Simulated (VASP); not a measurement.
# ZrO2 (Fm-3m) in VASP: a series of runs, part 2 of 2

VASP 6.6.1. The steps go on from the part before.

### Step 3. Single point, PBE (11.16 Å³/atom)

This run uses another cell than the first one, of 11.16 Å³/atom.

Contents of INCAR:

```
SYSTEM = ZrO2
ALGO = Normal
EDIFF = 1E-6
ENCUT = 600
GGA = PE
GGA_COMPAT = .False.
ISIF = 2
ISMEAR = 0
LASPH = .True.
LCHARG = .False.
LREAL = .False.
LWAVE = .False.
NBANDS = 19
NELM = 120
PREC = Accurate
SIGMA = 0.05
```

Contents of KPOINTS:

```
k-points
0
Gamma
  12 12 12
  0 0 0
```

Contents of POSCAR:

```
ZrO2
1.0
    0.0000000000      2.5579054397      2.5579054397
    2.5579054397      0.0000000000      2.5579054397
    2.5579054397      2.5579054397      0.0000000000
Zr O
1 2
Direct
    0.0000000000      0.0000000000      0.0000000000
    0.2500000000      0.2500000000      0.2500000000
    0.7500000000      0.7500000000      0.7500000000
```

Potentials or basis: VASP PAW PBE potentials, release 64 (Zr_sv, O).

Launch:

```console
$ cat potpaw_PBE.64/Zr_sv/POTCAR potpaw_PBE.64/O/POTCAR > POTCAR
$ mpirun -np 1 vasp_std > vasp.out
```

OUTCAR:

```text
SYSTEM = ZrO2
   EDIFF = 1E-6
   ENCUT = 600
   GGA = PE
   ISIF = 2
   ISMEAR = 0
   LASPH = .True.
   LREAL = .False.
   NELM = 120
   PREC = Accurate

 ion  position               nearest neighbor table
   1  0.000  0.000  0.000-   3 2.22   3 2.22   3 2.22   2 2.22   3 2.22   2 2.22   2 2.22   2 2.22

   2  0.250  0.250  0.250-   1 2.22   1 2.22   1 2.22   1 2.22
   3  0.750  0.750  0.750-   1 2.22   1 2.22   1 2.22   1 2.22

  LATTYP: Found a face centered cubic cell.
 ALAT       =     5.1158108794
[... 722 lines left out ...]

  FORCE on cell =-STRESS in cart. coord.  units (eV):
  Direction    XX          YY          ZZ          XY          YZ          ZX
  --------------------------------------------------------------------------------------
  -------------------------------------------------------------------------------------
  Total        0.0163509      0.0163509      0.0163509      0.0000000      0.0000000     -0.0000000
  in kB        0.7826519      0.7826519      0.7826519      0.0000000      0.0000000     -0.0000000
  external PRESSURE =       0.7826519 kB  Pullay stress =       0.0000000 kB

 VOLUME and BASIS-vectors are now :
 -----------------------------------------------------------------------------
  energy-cutoff  :      600.00
  volume of cell :       33.47
      direct lattice vectors                 reciprocal lattice vectors
     0.000000000  2.557905440  2.557905440    -0.195472433  0.195472433  0.195472433
     2.557905440  0.000000000  2.557905440     0.195472433 -0.195472433  0.195472433
     2.557905440  2.557905440  0.000000000     0.195472433  0.195472433 -0.195472433

 POSITION                                       TOTAL-FORCE (eV/Angst)
 -----------------------------------------------------------------------------------
      0.00000      0.00000      0.00000         0.000000     -0.000000      0.000000
      1.27895      1.27895      1.27895         0.000000      0.000000     -0.000000
      3.83686      3.83686      3.83686        -0.000000     -0.000000      0.000000
 -----------------------------------------------------------------------------------
    total drift:                                0.000000     -0.000000      0.000000

  FREE ENERGIE OF THE ION-ELECTRON SYSTEM (eV)
  ---------------------------------------------------
  free  energy   TOTEN  =       -28.5733950628 eV

  energy  without entropy=      -28.5733950628  energy(sigma->0) =      -28.57339506
```

stdout:

```text
POSCAR found type information on POSCAR ZrO
 POSCAR found :  2 types and       3 ions
 scaLAPACK will be used
 LDA part: xc-table for (Slater+PW92), standard interpolation
 POSCAR, INCAR and KPOINTS ok, starting setup
 FFT: planning ... GRIDC
 FFT: planning ... GRID_SOFT
 FFT: planning ... GRID
 WAVECAR not read
 entering main loop
```

It took 1.7 min on 1 thread of AMD EPYC 7R13, shared host; peak memory 0.17 GiB.

Results:

| Quantity | Value |
| --- | --- |
| Free energy | -28.5734 eV |
| Pressure | 0.1 GPa |
| Band gap on the k mesh | 3.31 eV (least direct gap 3.74 eV) |

Levels at points of the mesh, in eV from the valence-band top:
```csv
k point,band 9,band 10,band 11,band 12,band 13,band 14,band 15,band 16
"(0.00, 0.00, 0.00)",-5.14,-0.53,-0.53,-0.53,3.31,3.31,6.47,9.18
"(0.50, 0.00, 0.00)",-2.50,-2.46,-1.63,-1.63,3.94,3.94,5.95,8.30
"(0.50, 0.50, 0.00)",-3.12,-1.49,-1.49,0.00,3.74,4.66,5.70,7.15
```

A k mesh can miss the band edges.

### Step 4. Single point, PBE (11.27 Å³/atom)

This run uses another cell than the first one, of 11.27 Å³/atom.

Contents of INCAR:

```
SYSTEM = ZrO2
PREC = Accurate
ENCUT = 600
EDIFF = 1E-6
ISMEAR = 0
SIGMA = 0.05
LREAL = .False.
LASPH = .True.
NELM = 120
ALGO = Normal
ISIF = 2
LWAVE = .False.
LCHARG = .False.
GGA = PE
NBANDS = 19
GGA_COMPAT = .False.
```

Contents of KPOINTS:

```
Automatic mesh
0
Gamma
  12 12 12
  0 0 0
```

Contents of POSCAR:

```
ZrO2
1.0
    0.0000000000      2.5668390505      2.5668390505
    2.5668390505      0.0000000000      2.5668390505
    2.5668390505      2.5668390505      0.0000000000
Zr O
1 2
Direct
    0.0000000000      0.0000000000      0.0000000000
    0.2500000000      0.2500000000      0.2500000000
    0.7500000000      0.7500000000      0.7500000000
```

Potentials or basis: VASP PAW PBE potentials, release 64 (Zr_sv, O).

Launch:

```console
$ cat potpaw_PBE.64/Zr_sv/POTCAR potpaw_PBE.64/O/POTCAR > POTCAR
$ mpirun -np 1 vasp_std > vasp.out
```

OUTCAR:

```text
SYSTEM = ZrO2
   PREC = Accurate
   ENCUT = 600
   EDIFF = 1E-6
   ISMEAR = 0
   LREAL = .False.
   LASPH = .True.
   NELM = 120
   ISIF = 2
   GGA = PE

 ion  position               nearest neighbor table
   1  0.000  0.000  0.000-   3 2.22   3 2.22   3 2.22   2 2.22   2 2.22   2 2.22   3 2.22   2 2.22

   2  0.250  0.250  0.250-   1 2.22   1 2.22   1 2.22   1 2.22
   3  0.750  0.750  0.750-   1 2.22   1 2.22   1 2.22   1 2.22

  LATTYP: Found a face centered cubic cell.
 ALAT       =     5.1336781010

[... 721 lines left out ...]

  FORCE on cell =-STRESS in cart. coord.  units (eV):
  Direction    XX          YY          ZZ          XY          YZ          ZX
  --------------------------------------------------------------------------------------
  -------------------------------------------------------------------------------------
  Total       -0.4955319     -0.4955319     -0.4955319     -0.0000000     -0.0000000      0.0000000
  in kB      -23.4723332    -23.4723332    -23.4723332     -0.0000000     -0.0000000      0.0000000
  external PRESSURE =     -23.4723332 kB  Pullay stress =       0.0000000 kB

 VOLUME and BASIS-vectors are now :
 -----------------------------------------------------------------------------
  energy-cutoff  :      600.00
  volume of cell :       33.82
      direct lattice vectors                 reciprocal lattice vectors
     0.000000000  2.566839051  2.566839051    -0.194792112  0.194792112  0.194792112
     2.566839051  0.000000000  2.566839051     0.194792112 -0.194792112  0.194792112
     2.566839051  2.566839051  0.000000000     0.194792112  0.194792112 -0.194792112

 POSITION                                       TOTAL-FORCE (eV/Angst)
 -----------------------------------------------------------------------------------
      0.00000      0.00000      0.00000         0.000000     -0.000000     -0.000000
      1.28342      1.28342      1.28342        -0.000000      0.000000      0.000000
      3.85026      3.85026      3.85026        -0.000000     -0.000000      0.000000
 -----------------------------------------------------------------------------------
    total drift:                                0.000000     -0.000000      0.000000

  FREE ENERGIE OF THE ION-ELECTRON SYSTEM (eV)
  ---------------------------------------------------
  free  energy   TOTEN  =       -28.5718552231 eV

  energy  without entropy=      -28.5718552231  energy(sigma->0) =      -28.57185522
```

stdout:

```text
POSCAR found type information on POSCAR ZrO
 POSCAR found :  2 types and       3 ions
 scaLAPACK will be used
 LDA part: xc-table for (Slater+PW92), standard interpolation
 POSCAR, INCAR and KPOINTS ok, starting setup
 FFT: planning ... GRIDC
 FFT: planning ... GRID_SOFT
 FFT: planning ... GRID
 WAVECAR not read
 entering main loop
```

Wall time 1.9 min (1 thread of AMD EPYC 7R13, shared host); peak memory 0.18 GiB.

What came out:

```
Free energy            : -28.5719 eV
Pressure               : -2.3 GPa
Band gap on the k mesh : 3.28 eV (least direct gap 3.71 eV)
```

### Step 5. The runs side by side

| cell | gap on the mesh (eV) | pressure (GPa) |
| --- | --- | --- |
| a = 3.597 Å, angles 60.0°, 3 atoms | 3.36 | 4.3 |
| a = 3.617 Å, angles 60.0°, 3 atoms | 3.31 | 0.1 |
| a = 3.630 Å, angles 60.0°, 3 atoms | 3.28 | -2.3 |

Alike in all rows: task single point; level PBE; potentials or basis VASP PAW PBE potentials, release 64 (Zr_sv, O); no spin polarisation; k mesh 12 × 12 × 12; cutoff (eV) 600; smearing gaussian 0.05 eV.

Caveats: the cell stands under pressure (at least some runs).

Absolute energies hang on the potentials; compare differences alone.
